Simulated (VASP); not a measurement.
Here is a VASP 6.6.1 calculation.

Contents of INCAR:

```
ALGO = Normal ; DIPOL = 0.5 0.5 0.499
EDIFF = 1E-7 ; ENCUT = 520
GGA = PE ; IDIPOL = 3
ISIF = 2 ; ISMEAR = 0
IVDW = 12 ; LASPH = True
LCHARG = False ; LDIPOL = True
LREAL = False ; LWAVE = False
NBANDS = 24 ; NELM = 100
PREC = Accurate ; SIGMA = 0.1
```

Contents of KPOINTS:

```
k-points
0
Gamma
  3 4 1
```

File POSCAR:

```
Mg
1.0
    6.2975027379      0.0000000000      0.0000000000
    0.0000000000      5.0545862331      0.0000000000
    0.0000000000      0.0000000000     22.3627635767
Mg
12
Direct
    0.5000000000      0.7500000000      0.3577375387
    0.0000000000      0.7500000000      0.3577375387
    0.7500000000      0.2500000000      0.3983839562
    0.2500000000      0.2500000000      0.3983839562
    0.7500000000      0.7500000000      0.4796767912
    0.2500000000      0.7500000000      0.4796767912
    0.0000000000      0.2500000000      0.5169660877
    0.5000000000      0.2500000000      0.5169660877
    0.0000000000      0.7500000000      0.6033768481
    0.5000000000      0.7500000000      0.6033768481
    0.2500000000      0.2500000000      0.6372028079
    0.7500000000      0.2500000000      0.6372028079
```

Potentials or basis: VASP PAW PBE potentials, release 64 (Mg).

Launch:

```console
$ cat potpaw_PBE.64/Mg/POTCAR > POTCAR
$ mpirun -np 1 vasp_std > vasp.out
```

Predict the dispersion energy per atom.

-0.218 eV.

What does it give for the band gap on the k mesh?

Zero (band 12 reaches -0.94 eV, above the bottom of band 13 at -1.24 eV).

Estimate the largest force.

0.214 eV/Å.

Forces in eV/Å, atoms in the order of the input:
```
Mg   0.000  0.000  0.092
Mg   0.000  0.000  0.092
Mg   0.000  0.000 -0.214
Mg   0.000  0.000 -0.214
Mg   0.000  0.000  0.140
Mg   0.000  0.000  0.140
Mg   0.000  0.000 -0.004
Mg   0.000  0.000 -0.004
Mg   0.000  0.000 -0.004
Mg   0.000  0.000 -0.004
Mg   0.000  0.000 -0.009
Mg   0.000  0.000 -0.009
```
